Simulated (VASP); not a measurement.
# VSi (rocksalt type) (Fm-3m) in VASP: a series of runs, part 2 of 2

VASP 6.6.1. The steps go on from the part before.

### 4 Relaxation of cell and atoms, LDA

This run uses another cell than the first one, of 14.38 Å³/atom.

INCAR reads:

```
SYSTEM = VSi
PREC = Accurate
ENCUT = 500
EDIFF = 1E-7
ISMEAR = -1
SIGMA = 0.1
LREAL = .False.
LASPH = .True.
NELM = 120
ALGO = Normal
ISIF = 3
LWAVE = .False.
LCHARG = .False.
IBRION = 2
NSW = 60
EDIFFG = -0.005
GGA_COMPAT = .False.
NELMIN = 4
```

KPOINTS reads:

```
Automatic mesh
0
Gamma
  14 14 14
  0 0 0
```

POSCAR reads:

```
VSi
1.0
    0.0000000000      2.4315819533      2.4315819533
    2.4315819533      0.0000000000      2.4315819533
    2.4315819533      2.4315819533      0.0000000000
V Si
1 1
Direct
    0.0000000000      0.0000000000      0.0000000000
    0.5000000000      0.5000000000      0.5000000000
```

Potentials or basis: VASP PAW LDA potentials, release 64 (V_sv, Si).

The run is started by

```console
$ cat potpaw_LDA.64/V_sv/POTCAR potpaw_LDA.64/Si/POTCAR > POTCAR
$ mpirun -np 1 vasp_std > vasp.out
```

OUTCAR:

```text
SYSTEM = VSi
   PREC = Accurate
   ENCUT = 500
   EDIFF = 1E-7
   ISMEAR = -1
   LREAL = .False.
   LASPH = .True.
   NELM = 120
   ISIF = 3
   IBRION = 2
   NSW = 60
   EDIFFG = -0.005
   NELMIN = 4

 ion  position               nearest neighbor table
   1  0.000  0.000  0.000-   2 2.43   2 2.43   2 2.43   2 2.43   2 2.43   2 2.43
   2  0.500  0.500  0.500-   1 2.43   1 2.43   1 2.43   1 2.43   1 2.43   1 2.43

  LATTYP: Found a face centered cubic cell.
 ALAT       =     4.8631639066

  Lattice vectors:

 A1 = (   0.0000000000,   2.4315819533,   2.4315819533)
 A2 = (   2.4315819533,   0.0000000000,   2.4315819533)
 A3 = (   2.4315819533,   2.4315819533,   0.0000000000)

Analysis of symmetry for initial positions (statically):
=====================================================================
 Subroutine PRICEL returns:
 Original cell was already a primitive cell.

 Routine SETGRP: Setting up the symmetry group for a
 face centered cubic supercell.

 Subroutine GETGRP returns: Found 48 space group operations
 (whereof 48 operations were pure point group operations)
 out of a pool of 48 trial point group operations.

The static configuration has the point symmetry O_h .

Analysis of symmetry for dynamics (positions and initial velocities):
=====================================================================
 Subroutine PRICEL returns:
 Original cell was already a primitive cell.

 Routine SETGRP: Setting up the symmetry group for a
 face centered cubic supercell.

 Subroutine GETGRP returns: Found 48 space group operations
 (whereof 48 operations were pure point group operations)
 out of a pool of 48 trial point group operations.

The dynamic configuration has the point symmetry O_h .

 Subroutine INISYM returns: Found 48 space group operations
 (whereof 48 operations are pure point group operations),
 and found     1 'primitive' translations

----------------------------------------------------------------------------------------

                                     Primitive cell

  volume of cell :      28.7539

  direct lattice vectors                    reciprocal lattice vectors
     0.000000000  2.431581953  2.431581953    -0.205627451  0.205627451  0.205627451
     2.431581953  0.000000000  2.431581953     0.205627451 -0.205627451  0.205627451
     2.431581953  2.431581953  0.000000000     0.205627451  0.205627451 -0.205627451

  length of vectors
     3.438776176  3.438776176  3.438776176     0.356157193  0.356157193  0.356157193

  position of ions in fractional coordinates (direct lattice)
     0.000000000  0.000000000  0.000000000
     0.500000000  0.500000000  0.500000000

  ion indices of the primitive-cell ions
   primitive index   ion index
                 1           1
                 2           2

----------------------------------------------------------------------------------------

 KPOINTS: Automatic mesh

Automatic generation of k-mesh.
 Grid dimensions read from file:
 generate k-points for:   14   14   14

 Generating k-lattice:

  Cartesian coordinates                     Fractional coordinates (reciprocal lattice)
    -0.014687675  0.014687675  0.014687675     0.071428571  0.000000000  0.000000000
     0.014687675 -0.014687675  0.014687675     0.000000000  0.071428571  0.000000000
     0.014687675  0.014687675 -0.014687675     0.000000000  0.000000000  0.071428571
[... 43 lines left out ...]
   dimension x,y,z NGXF=    56 NGYF=   56 NGZF=   56
   ions per type =               1   1
   NGX,Y,Z   is equivalent  to a cutoff of  13.54, 13.54, 13.54 a.u.
   NGXF,Y,Z  is equivalent  to a cutoff of  27.07, 27.07, 27.07 a.u.
 SYSTEM =  VSi
   PREC   = accura    normal or accurate (medium, high low for compatibility)
   ISTART =      0    job   : 0-new  1-cont  2-samecut
   ICHARG =      2    charge: 1-file 2-atom 10-const
   ISPIN  =      1    spin polarized calculation?
   LNONCOLLINEAR =      F non collinear calculations
   LSORBIT =      F    spin-orbit coupling
   LASPH  =      T    aspherical Exc in radial PAW
   ENCUT  =  500.0 eV  36.75 Ry    6.06 a.u.   6.27  6.27  6.27*2*pi/ulx,y,z
   NELM   =    120;   NELMIN=  4; NELMDL= -5     # of ELM steps
   EDIFF  = 0.1E-06   stopping-criterion for ELM
   LREAL  =      F    real-space projection
   EDIFFG = -.5E-02   stopping-criterion for IOM
   NSW    =     60    number of steps for IOM
   IBRION =      2    ionic relax: 0-MD 1-quasi-New 2-CG
   NFREE  =      1    steps in history (QN), initial steepest desc. (CG)
   ISIF   =      3    stress and relaxation
   ISYM   =      2    0-nonsym 1-usesym 2-fastsym
   POTIM  = 0.5000    time-step for ionic-motion
   TEBEG  =    0.0;   TEEND  =   0.0 temperature during run
   PSTRESS=    0.0 pullay stress
   NELECT =      17.0000    total number of electrons
   NUPDOWN=      -1.0000    fix difference up-down
   EMIN   =  10.00;   EMAX   =-10.00  energy-range for DOS
   EFERMI =   0.00;   METHOD = LEGACY
   ISMEAR =    -1;   SIGMA  =   0.10  broadening in eV -4-tet -1-fermi 0-gaus
   EFERMI_NEDOS =   21; number of points for ismear=-14 and -15
   IALGO  =     38    algorithm
   IMIX   =      4    mixing-type and parameters
     AMIX     =   0.40;   BMIX     =  1.00
     AMIX_MAG =   1.60;   BMIX_MAG =  1.00
  volume/ion in A,a.u.               =      14.38        97.02
  Fermi-wavevector in a.u.,A,eV,Ry     =   1.374017  2.596516 25.686762  1.887924
  Thomas-Fermi vector in A             =   2.499482
   LORBIT       =      0    0 simple, 1 ext, 2 COOP (PROOUT), +10 PAW based schemes
   GGA     = CA    functional components
   LHFCALC =     F    Hartree Fock is set to
   AEXX    =    0.0000 exact exchange contribution
   IVDW    =     0    specifies the selected vdW correction
   LEPSILON=     F    determine dielectric tensor
   LRPA    =     F    only Hartree local field effects (RPA)
 conjugate gradient relaxation of ions
 non-spin polarized calculation
  energy-cutoff  :      500.00
  volume of cell :       28.75
 maximum number of plane-waves:       748
 NGX is ok and might be reduce to    28
   NGX = 13   NGY = 13   NGZ = 13

--------------------------------------- Ionic step        1  -------------------------------------------

 number of electron      16.9999997 magnetization

 Free energy of the ion-electron system (eV)
  ---------------------------------------------------
  ext. energy  EPLUGINS =         0.00000000
  ---------------------------------------------------
  free energy    TOTEN  =       -16.00030010 eV

  energy without entropy =      -15.93627172  energy(sigma->0) =      -15.96828591

------------------------ aborting loop because EDIFF is reached ----------------------------------------

  FORCE on cell =-STRESS in cart. coord.  units (eV):
  Direction    XX          YY          ZZ          XY          YZ          ZX
  --------------------------------------------------------------------------------------
  -------------------------------------------------------------------------------------
  Total       -1.0828710     -1.0828710     -1.0828710     -0.0000000      0.0000000     -0.0000000
  in kB      -60.3379519    -60.3379519    -60.3379519     -0.0000000      0.0000000     -0.0000000
  external PRESSURE =     -60.3379519 kB  Pullay stress =       0.0000000 kB
[... 23 lines left out ...]
--------------------------------------- Ionic step        2  -------------------------------------------

 number of electron      17.0000002 magnetization

 E-fermi :  10.4762     XC(G=0): -12.3553

 val. band max:       10.4700139963   @ k =   0.2857   0.0714   0.0000
 cond. band min:      10.4919057995   @ k =  -0.2857   0.1429   0.0000
 fundamental gap:      0.0218918031
 Fermi energy:        10.4762214057

 k-point     1 :       0.0000    0.0000    0.0000
  band No.  band energies     occupation
      1     -52.9847      2.00000
      2     -27.2694      2.00000
      3     -27.2694      2.00000
      4     -27.2694      2.00000
      5      -1.2022      2.00000
      6       9.3616      1.99997
      7       9.3616      1.99997
      8       9.3616      1.99997
      9       9.7961      1.99778
     10       9.7961      1.99778
     11      14.4750      0.00000
     12      14.4750      0.00000
[... 488 lines left out ...]
--------------------------------------- Ionic step        6  -------------------------------------------

 number of electron      17.0000004 magnetization

 Free energy of the ion-electron system (eV)
  ---------------------------------------------------
  ext. energy  EPLUGINS =         0.00000000
  ---------------------------------------------------
  free energy    TOTEN  =       -16.02308399 eV

  energy without entropy =      -15.96298719  energy(sigma->0) =      -15.99303559

 E-fermi :   9.9720     XC(G=0): -12.1733

 val. band max:        9.9702454701   @ k =   0.2857   0.1429   0.0000
 cond. band min:       9.9778676569   @ k =   0.2857   0.0714   0.0000
 fundamental gap:      0.0076221868
 Fermi energy:         9.9720415840

 k-point     1 :       0.0000    0.0000    0.0000
  band No.  band energies     occupation
      1     -53.5370      2.00000
      2     -27.8170      2.00000
      3     -27.8170      2.00000
      4     -27.8170      2.00000
      5      -1.4799      2.00000
      6       8.9381      1.99994
      7       8.9381      1.99994
      8       8.9381      1.99994
      9       9.3367      1.99652
     10       9.3367      1.99652
     11      13.7970      0.00000
     12      13.7970      0.00000
[... 374 lines left out ...]
  FREE ENERGIE OF THE ION-ELECTRON SYSTEM (eV)
  ---------------------------------------------------
  free  energy   TOTEN  =       -16.0230839896 eV

  energy  without entropy=      -15.9629871869  energy(sigma->0) =      -15.99303559

 reached required accuracy - stopping structural energy minimisation
```

Wall time 74 s (1 thread of Intel Xeon 6975P-C (Granite Rapids), shared host); peak memory 0.18 GiB.

What came out:

| Item | Value |
| --- | --- |
| Free energy | -16.0231 eV |
| Relaxed volume | 13.79 Å³/atom |
| Relaxed cell | a = 3.392 Å, b = 3.392 Å, c = 3.392 Å, α = 60.00°, β = 60.00°, γ = 60.00° |
| Space group after relaxing (to 0.1 Å) | Fm-3m (No. 225) |
| Energy gained by relaxing | 11.4 meV/atom |
| Ionic steps | 6 |
| Pressure after relaxing | 0.0 GPa |
| Band gap on the k mesh | zero (an odd number of electrons rules out a gap without spin polarisation) |

Step by step:
| step | energy change (eV) | largest force (eV/Å) | pressure (GPa) | volume (Å³) |
| --- | --- | --- | --- | --- |
| 1 | 0.0000 | 0.0000 | -6.03 | 28.75 |
| 2 | -0.0029 | 0.0000 | 6.42 | 26.56 |
| 3 | -0.0228 | 0.0000 | -0.08 | 27.59 |
| 4 | -0.0228 | 0.0000 | 0.11 | 27.57 |
| 5 | -0.0228 | 0.0000 | -0.12 | 27.60 |
| 6 | -0.0228 | 0.0000 | -0.01 | 27.58 |

Final structure:
```yaml
crystal:
  lattice:
    - [0.00000, 2.39815, 2.39815]
    - [2.39815, 0.00000, 2.39815]
    - [2.39815, 2.39815, 0.00000]
  atoms:
    - { symbol: V, position: [0.00000, 0.00000, 0.00000] }
    - { symbol: Si, position: [0.50000, 0.50000, 0.50000] }
```

Levels at points of the mesh, in eV from the Fermi level:
| k point | band 4 | band 5 | band 6 | band 7 | band 8 | band 9 | band 10 | band 11 | band 12 |
| --- | --- | --- | --- | --- | --- | --- | --- | --- | --- |
| (0.00, 0.00, 0.00) | -37.79 | -11.45 | -1.03 | -1.03 | -1.03 | -0.64 | -0.64 | 3.82 | 3.82 |
| (0.50, 0.00, 0.00) | -37.80 | -7.60 | -6.14 | -2.57 | -2.57 | 0.76 | 0.76 | 1.73 | 5.90 |
| (0.50, 0.50, 0.00) | -37.83 | -7.86 | -4.35 | -2.78 | 0.12 | 0.24 | 0.24 | 1.15 | 1.15 |

### 5 The runs side by side

| task | cell | k mesh | gap on the mesh (eV) | pressure (GPa) |
| --- | --- | --- | --- | --- |
| single point | a = 3.077 Å, angles 60.0°, 2 atoms | 15 × 15 × 15 | none | 80.1 |
| single point | a = 3.389 Å, angles 60.0°, 2 atoms | 14 × 14 × 14 | none | 0.2 |
| relaxation of cell and atoms | relaxed from a = 3.439 Å, angles 60.0°, 2 atoms | 14 × 14 × 14 | none | 0.0 |

Alike in all rows: level LDA; potentials or basis VASP PAW LDA potentials, release 64 (V_sv, Si); no spin polarisation; cutoff (eV) 500; smearing fermi-dirac 0.1 eV.

Caveats: the cell stands under pressure (at least some runs).

Absolute energies hang on the potentials; compare differences alone.
